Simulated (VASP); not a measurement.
AlH5, 6 atoms in the cell. The structure is cubic, space group P-43m (No. 215). The conventional cell has a = 3.446 Å, b = 3.446 Å, c = 3.446 Å, α = 90.00°, β = 90.00°, γ = 90.00°. Within 2.2 Å of Al (site symmetry -43m) lie 4 H at 1.69 Å. Within 1.7 Å of H (site symmetry 3m) lie 1 H at 1.30 Å and 1 Al at 1.69 Å. H (site symmetry -43m) has 4 H at 1.30 Å within 1.7 Å. The cell was generated, and may not be a known phase.

```yaml
Program: VASP 6.6.1
Task: single point
Functional: PBE
Potentials_or_basis: VASP PAW PBE potentials, release 64 (Al, H)
Cutoff: 520 eV
k_mesh: 12 × 12 × 12
Occupations: gaussian, width 0.1 eV
Spin: no spin polarisation
Dipole_correction: no
Further_INCAR_settings: ALGO = Normal; EDIFF = 1e-06; NBANDS = 13
```

Potentials or basis: VASP PAW PBE potentials, release 64 (Al, H).

Command:

```sh
$ cat potpaw_PBE.64/Al/POTCAR potpaw_PBE.64/H/POTCAR > POTCAR
$ mpirun -np 1 vasp_std > vasp.out
```

Hardware: 1 thread of Intel(R) Xeon(R) 6975P-C (Granite Rapids), with other jobs on the host.

Question: Estimate the wall time of this run.

Answer: It took 19 s on 1 thread of Intel(R) Xeon(R) 6975P-C (Granite Rapids) (shared host), peak memory 0.17 GiB. Counts: scf iterations 13, k points 84.
